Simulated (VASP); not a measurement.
# PbS (R3m) in VASP: further runs

PbS is run at these levels: r2SCAN; tasks: single point.

Everything below comes from runs of VASP 6.6.1. Logs are shortened: lines on timing, memory, paths and dates and some standing lists are left out, and cuts for length are marked.

### 1 The cell of the first run

Symmetry: R3m, No. 160, trigonal system. The conventional cell has a = 4.139 Å, b = 4.139 Å, c = 10.144 Å, α = 90.00°, β = 90.00°, γ = 120.00°. Within 3.8 Å of Pb (site symmetry 3m) lie 6 S at 2.90 to 2.96 Å. Within 3.8 Å of S (site symmetry 3m) lie 6 Pb at 2.90 to 2.96 Å.

### 2 Single point, r2SCAN

File POSCAR:

```
PbS
1.0
    2.0695340594      1.1948460463      3.3814492087
   -2.0695340594      1.1948460463      3.3814492087
    0.0000000000     -2.3896920926      3.3814492087
Pb S
1 1
Direct
    0.9805657800      0.9805657800      0.9805657800
    0.4750355500      0.4750355500      0.4750355500
```

File INCAR.step1:

```
SYSTEM = PbS
PREC = Accurate
ENCUT = 520
ISMEAR = -1
SIGMA = 0.05
LREAL = .False.
LASPH = .True.
NELM = 80
NBANDS = 17
GGA = PE
ALGO = Normal
EDIFF = 1E-4
LWAVE = .True.
LCHARG = .False.
```

File INCAR.step2:

```
SYSTEM = PbS
PREC = Accurate
ENCUT = 520
EDIFF = 1E-6
ISMEAR = -1
SIGMA = 0.05
LREAL = .False.
LASPH = .True.
NELM = 80
ALGO = Normal
ISIF = 2
LWAVE = .False.
LCHARG = .True.
METAGGA = R2SCAN
LMIXTAU = .True.
LELF = .True.
LVHAR = .True.
NBANDS = 17
ISTART = 1
```

File KPOINTS:

```
regular mesh
0
Gamma
  8 8 8
  0 0 0
```

Potentials or basis: VASP PAW PBE potentials, release 64 (Pb_d, S).

Started as:

```
cat potpaw_PBE.64/Pb_d/POTCAR potpaw_PBE.64/S/POTCAR > POTCAR
cp INCAR.step1 INCAR
mpirun -np 1 vasp_std > vasp.out
cp INCAR.step2 INCAR
mpirun -np 1 vasp_std > vasp.out
```

OUTCAR:

```text
SYSTEM = PbS
   PREC = Accurate
   ENCUT = 520
   EDIFF = 1E-6
   ISMEAR = -1
   LREAL = .False.
   LASPH = .True.
   NELM = 80
   ISIF = 2
   METAGGA = R2SCAN
   ISTART = 1

 ion  position               nearest neighbor table
   1  0.981  0.981  0.981-   2 2.90   2 2.90   2 2.90   2 2.96   2 2.96   2 2.96
   2  0.475  0.475  0.475-   1 2.90   1 2.90   1 2.90   1 2.96   1 2.96   1 2.96

  LATTYP: Found a trigonal (rhomboedric) cell.
 ALAT       =     4.1406312379
 COS(alpha) =     0.5003774362

  Lattice vectors:

 A1 = (   2.0695340594,   1.1948460463,   3.3814492087)
 A2 = (  -2.0695340594,   1.1948460463,   3.3814492087)
 A3 = (   0.0000000000,  -2.3896920926,   3.3814492087)

Analysis of symmetry for initial positions (statically):
=====================================================================
 Subroutine PRICEL returns:
 Original cell was already a primitive cell.

 Routine SETGRP: Setting up the symmetry group for a
 trigonal (rhombohedral) supercell.

 Subroutine GETGRP returns: Found  6 space group operations
 (whereof  6 operations were pure point group operations)
 out of a pool of 12 trial point group operations.

The static configuration has the point symmetry C_3v.

Analysis of symmetry for dynamics (positions and initial velocities):
=====================================================================
 Subroutine PRICEL returns:
 Original cell was already a primitive cell.

 Routine SETGRP: Setting up the symmetry group for a
 trigonal (rhombohedral) supercell.

 Subroutine GETGRP returns: Found  6 space group operations
 (whereof  6 operations were pure point group operations)
 out of a pool of 12 trial point group operations.

The dynamic configuration has the point symmetry C_3v.

 Subroutine INISYM returns: Found  6 space group operations
 (whereof  6 operations are pure point group operations),
 and found     1 'primitive' translations

----------------------------------------------------------------------------------------

                                     Primitive cell

  volume of cell :      50.1694

  direct lattice vectors                    reciprocal lattice vectors
     2.069534059  1.194846046  3.381449209     0.241600276  0.139487984  0.098577063
    -2.069534059  1.194846046  3.381449209    -0.241600276  0.139487984  0.098577063
     0.000000000 -2.389692093  3.381449209     0.000000000 -0.278975969  0.098577063

  length of vectors
     4.140631238  4.140631238  4.140631238     0.295880092  0.295880092  0.295880092

  position of ions in fractional coordinates (direct lattice)
     0.980565780  0.980565780  0.980565780
     0.475035550  0.475035550  0.475035550

  ion indices of the primitive-cell ions
   primitive index   ion index
                 1           1
                 2           2

----------------------------------------------------------------------------------------

 KPOINTS: regular mesh

Automatic generation of k-mesh.
 Grid dimensions read from file:
 generate k-points for:    8    8    8

 Generating k-lattice:

  Cartesian coordinates                     Fractional coordinates (reciprocal lattice)
     0.030200035  0.017435998  0.012322133     0.125000000  0.000000000 -0.000000000
    -0.030200035  0.017435998  0.012322133     0.000000000  0.125000000 -0.000000000
     0.000000000 -0.034871996  0.012322133    -0.000000000 -0.000000000  0.125000000

  Length of vectors
     0.036985011  0.036985011  0.036985011

  Shift w.r.t. Gamma in fractional coordinates (k-lattice)
     0.000000000  0.000000000  0.000000000

 Subroutine IBZKPT returns following result:
 ===========================================

 Found     65 irreducible k-points:

 Following reciprocal coordinates:
            Coordinates               Weight
  0.000000  0.000000  0.000000      1.000000
  0.125000  0.000000  0.000000      6.000000
  0.250000  0.000000  0.000000      6.000000
  0.375000 -0.000000  0.000000      6.000000
  0.500000  0.000000  0.000000      3.000000
  0.125000  0.125000  0.000000      6.000000
[... 16 lines left out ...]
  0.250000  0.125000  0.125000      6.000000
  0.375000  0.125000  0.125000      6.000000
 [... further k-points ...]
   k-points           NKPTS =     65   k-points in BZ     NKDIM =     65   number of bands    NBANDS=     17
   number of dos      NEDOS =    301   number of ions     NIONS =      2
   total plane-waves  NPLWV =  32768
   dimension x,y,z NGX =    32 NGY =   32 NGZ =   32
   dimension x,y,z NGXF=    64 NGYF=   64 NGZF=   64
   ions per type =               1   1
   NGX,Y,Z   is equivalent  to a cutoff of  12.85, 12.85, 12.85 a.u.
   NGXF,Y,Z  is equivalent  to a cutoff of  25.70, 25.70, 25.70 a.u.
 SYSTEM =  PbS
   PREC   = accura    normal or accurate (medium, high low for compatibility)
   ISTART =      1    job   : 0-new  1-cont  2-samecut
   ICHARG =      0    charge: 1-file 2-atom 10-const
   ISPIN  =      1    spin polarized calculation?
   LNONCOLLINEAR =      F non collinear calculations
   LSORBIT =      F    spin-orbit coupling
   LASPH  =      T    aspherical Exc in radial PAW
   ENCUT  =  520.0 eV  38.22 Ry    6.18 a.u.   7.70  7.70  7.70*2*pi/ulx,y,z
   NELM   =     80;   NELMIN=  2; NELMDL=  0     # of ELM steps
   EDIFF  = 0.1E-05   stopping-criterion for ELM
   LREAL  =      F    real-space projection
   EDIFFG = 0.1E-04   stopping-criterion for IOM
   NSW    =      0    number of steps for IOM
   IBRION =     -1    ionic relax: 0-MD 1-quasi-New 2-CG
   NFREE  =      0    steps in history (QN), initial steepest desc. (CG)
   ISIF   =      2    stress and relaxation
   ISYM   =      2    0-nonsym 1-usesym 2-fastsym
   POTIM  = 0.5000    time-step for ionic-motion
   TEBEG  =    0.0;   TEEND  =   0.0 temperature during run
   PSTRESS=    0.0 pullay stress
   NELECT =      20.0000    total number of electrons
   NUPDOWN=      -1.0000    fix difference up-down
   EMIN   =  10.00;   EMAX   =-10.00  energy-range for DOS
   EFERMI =   0.00;   METHOD = LEGACY
   ISMEAR =    -1;   SIGMA  =   0.05  broadening in eV -4-tet -1-fermi 0-gaus
   EFERMI_NEDOS =   21; number of points for ismear=-14 and -15
   IALGO  =     38    algorithm
   IMIX   =      4    mixing-type and parameters
     AMIX     =   0.40;   BMIX     =  1.00
     AMIX_MAG =   1.60;   BMIX_MAG =  1.00
  volume/ion in A,a.u.               =      25.08       169.28
  Fermi-wavevector in a.u.,A,eV,Ry     =   1.204866  2.276866 19.751594  1.451701
  Thomas-Fermi vector in A             =   2.340578
   LORBIT       =      0    0 simple, 1 ext, 2 COOP (PROOUT), +10 PAW based schemes
   METAGGA = R2SCAN    functional components
   LHFCALC =     F    Hartree Fock is set to
   AEXX    =    0.0000 exact exchange contribution
   IVDW    =     0    specifies the selected vdW correction
   LEPSILON=     F    determine dielectric tensor
   LRPA    =     F    only Hartree local field effects (RPA)
 non-spin polarized calculation
  energy-cutoff  :      520.00
  volume of cell :       50.17
 maximum number of plane-waves:      1365
   NGX = 15   NGY = 15   NGZ = 15

 number of electron      19.9999999 magnetization

 Free energy of the ion-electron system (eV)
  ---------------------------------------------------
  ext. energy  EPLUGINS =         0.00000000
  ---------------------------------------------------
  free energy    TOTEN  =       -65.57266871 eV

  energy without entropy =      -65.57260027  energy(sigma->0) =      -65.57263449

 E-fermi :   6.5333     XC(G=0): -10.4550

 val. band max:        6.2954061013   @ k =   0.5000   0.0000   0.0000
 cond. band min:       6.7711258426   @ k =   0.5000   0.0000   0.0000
 fundamental gap:      0.4757197413
 Fermi energy:         6.5333225048

 k-point     1 :       0.0000    0.0000    0.0000
  band No.  band energies     occupation
      1     -11.2853      2.00000
      2     -11.2849      2.00000
      3     -11.2849      2.00000
      4     -11.2715      2.00000
      5     -11.2715      2.00000
      6      -8.3624      2.00000
[... 9 lines left out ...]
     16      13.3081      0.00000
     17      15.1962      0.00000

 k-point     2 :       0.1250    0.0000    0.0000
  band No.  band energies     occupation
      1     -11.2846      2.00000
      2     -11.2830      2.00000
      3     -11.2828      2.00000
      4     -11.2717      2.00000
      5     -11.2717      2.00000
      6      -8.2174      2.00000
[... 9 lines left out ...]
     16      13.6857      0.00000
     17      16.5230      0.00000

 k-point     3 :       0.2500    0.0000    0.0000
  band No.  band energies     occupation
      1     -11.2950      2.00000
      2     -11.2942      2.00000
      3     -11.2830      2.00000
      4     -11.2557      2.00000
      5     -11.2554      2.00000
      6      -7.8144      2.00000
[... 9 lines left out ...]
     16      14.5606      0.00000
     17      18.8294      0.00000

 k-point     4 :       0.3750   -0.0000    0.0000
  band No.  band energies     occupation
      1     -11.3088      2.00000
      2     -11.3078      2.00000
      3     -11.2826      2.00000
      4     -11.2372      2.00000
      5     -11.2369      2.00000
      6      -7.2901      2.00000
[... 9 lines left out ...]
     16      15.8378      0.00000
     17      18.7881      0.00000
[... 343 lines left out ...]
      1     -11.2846      2.00000
      2     -11.2831      2.00000
      3     -11.2831      2.00000
      4     -11.2715      2.00000
      5     -11.2715      2.00000
      6      -8.2181      2.00000
[... 9 lines left out ...]
     16      13.6748      0.00000
     17      16.5230      0.00000

 k-point    23 :       0.2500    0.1250    0.1250
  band No.  band energies     occupation
      1     -11.2881      2.00000
      2     -11.2863      2.00000
      3     -11.2840      2.00000
      4     -11.2735      2.00000
      5     -11.2584      2.00000
      6      -7.9828      2.00000
[... 9 lines left out ...]
     16      14.9157      0.00000
     17      16.3610      0.00000

 k-point    24 :       0.3750    0.1250    0.1250
  band No.  band energies     occupation
      1     -11.3061      2.00000
      2     -11.2984      2.00000
      3     -11.2803      2.00000
      4     -11.2564      2.00000
      5     -11.2456      2.00000
      6      -7.5217      2.00000
[... 9 lines left out ...]
     16      16.3443      0.00000
     17      17.7835      0.00000

 [... further k-points ...]

------------------------ aborting loop because EDIFF is reached ----------------------------------------

  FORCE on cell =-STRESS in cart. coord.  units (eV):
  Direction    XX          YY          ZZ          XY          YZ          ZX
  --------------------------------------------------------------------------------------
  -------------------------------------------------------------------------------------
  Total        1.2617798      1.2617798      1.2648836      0.0000000      0.0000000      0.0000000
  in kB       40.2954025     40.2954025     40.3945244      0.0000000      0.0000000      0.0000000
  external PRESSURE =      40.3284431 kB  Pullay stress =       0.0000000 kB

 VOLUME and BASIS-vectors are now :
 -----------------------------------------------------------------------------
  energy-cutoff  :      520.00
  volume of cell :       50.17
      direct lattice vectors                 reciprocal lattice vectors
     2.069534059  1.194846046  3.381449209     0.241600276  0.139487984  0.098577063
    -2.069534059  1.194846046  3.381449209    -0.241600276  0.139487984  0.098577063
     0.000000000 -2.389692093  3.381449209     0.000000000 -0.278975969  0.098577063

 POSITION                                       TOTAL-FORCE (eV/Angst)
 -----------------------------------------------------------------------------------
      0.00000      0.00000      9.94720         0.000000     -0.000000     -0.048193
      0.00000      0.00000      4.81893         0.000000      0.000000      0.048193
 -----------------------------------------------------------------------------------
    total drift:                                0.000000      0.000000      0.000172

  FREE ENERGIE OF THE ION-ELECTRON SYSTEM (eV)
  ---------------------------------------------------
  free  energy   TOTEN  =       -65.5726687112 eV

  energy  without entropy=      -65.5726002696  energy(sigma->0) =      -65.57263449
```

Run time: 2.6 min. Hardware: 1 thread of Intel Xeon 8259CL, shared host; peak memory 0.22 GiB.

Results:

| Quantity | Value |
| --- | --- |
| Free energy | -65.5727 eV |
| Pressure | 4.0 GPa |
| Largest force | 0.048 eV/Å |
| Band gap on the k mesh | 0.48 eV |

Forces in eV/Å, atoms in the order of the input:
```
Pb   0.000  0.000 -0.048
S    0.000  0.000  0.048
```

Levels at points of the mesh, in eV from the valence-band top:
| k point | band 8 | band 9 | band 10 | band 11 | band 12 | band 13 |
| --- | --- | --- | --- | --- | --- | --- |
| (0.00, 0.00, 0.00) | -2.61 | -2.61 | -2.60 | 5.57 | 5.61 | 5.61 |
| (0.50, 0.00, 0.00) | -2.17 | -2.17 | 0.00 | 0.48 | 2.03 | 2.04 |
| (0.50, 0.50, 0.00) | -5.79 | -3.95 | -3.95 | 3.89 | 6.10 | 6.20 |
| (0.50, 0.50, 0.50) | -2.17 | -2.17 | -0.03 | 0.51 | 2.03 | 2.03 |

Caveat: the cell stands under pressure; the PAW data sets were made with another functional, which shifts forces and pressure a little; spin-orbit coupling is left out, which moves the levels of the heavy elements. A k mesh can miss the band edges.

[end of part 1 of 2]
